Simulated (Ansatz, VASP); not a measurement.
Two plane-wave programs on Ga

```xyz
4
Lattice="2.2319 -3.7932 0.0000 2.2319 3.7932 0.0000 0.0000 0.0000 4.5346" Properties=species:S:1:pos:R:3 pbc="T T T"
Ga    2.2319   -2.6115    0.3881
Ga    2.2319   -1.1817    2.6554
Ga    2.2319    2.6115    4.1466
Ga    2.2319    1.1817    1.8792
```

Alike in both runs: task single point; functional r2SCAN; k mesh 8 × 8 × 7; no spin polarisation.

|  | VASP | Ansatz |
| --- | --- | --- |
| version | VASP 6.6.1 | Ansatz 0.2.0 |
| potentials or method | VASP PAW PBE potentials, release 64 (Ga_d), cutoff 520 eV | plane waves (500 eV) with PAW, scalar-relativistic |
| occupations | methfessel-paxton of order 1, width 0.01 eV | cold, width 0.01 eV |
| valence electrons in the cell | 52 | 52 |

VASP gave:

| Property | Result |
| --- | --- |
| pressure (GPa) | 0.1 |
| traceless stress, the component that is largest in VASP (GPa) | -0.13 |

Q: What did Ansatz give for the same quantities?

A: Pressure (GPa): 0.0; traceless stress, the component that is largest in VASP (GPa): -0.13.

VASP's potentials were made for PBE, not for r2SCAN.
